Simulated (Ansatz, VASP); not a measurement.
# C in VASP and in Ansatz

```
C
1.0
    -2.78084    2.78084    1.60756
     2.78084   -2.78084    1.60756
     2.78084    2.78084   -1.60756
C
4
Direct
  0.17880 0.17880 0.35760
  0.82120 0.82120 0.64240
  0.17880 0.82120 0.00000
  0.82120 0.17880 0.00000
```

Alike in both runs: task single point; functional PBE; k mesh 10 × 10 × 10; occupations gaussian, width 0.02 eV; no spin polarisation.

|  | VASP | Ansatz |
| --- | --- | --- |
| version | VASP 6.6.1 | Ansatz 0.2.0 |
| potentials or method | VASP PAW PBE potentials, release 64 (C), cutoff 520 eV | scalar-relativistic, plane waves, PAW |
| valence electrons in the cell | 16 | 16 |

VASP gave:

| Property | Result |
| --- | --- |
| gap on the k mesh at the Fermi level (eV) | 0.71 |
| least direct gap on the mesh (eV) | 0.71 |
| pressure (GPa) | -63.8 |
| traceless stress, the component that is largest in VASP (GPa) | -3.43 |
| rms of the force components (eV/Å) | 0.321 |

**Question.** What did Ansatz give for the same quantities?

**Answer.** gap on the k mesh at the Fermi level (eV): 0.71; least direct gap on the mesh (eV): 0.71; pressure (GPa): -63.9; traceless stress, the component that is largest in VASP (GPa): -3.43; rms of the force components (eV/Å): 0.322.

Atom by atom the forces differ by 0.001 eV/Å (rms over components). Both programs put the cell under strong tension, so it lies far from rest at this level. With one functional, cell and mesh, what is left measures potentials, basis and numerics.

Noted on VASP's run: the cell as given lies far from equilibrium.
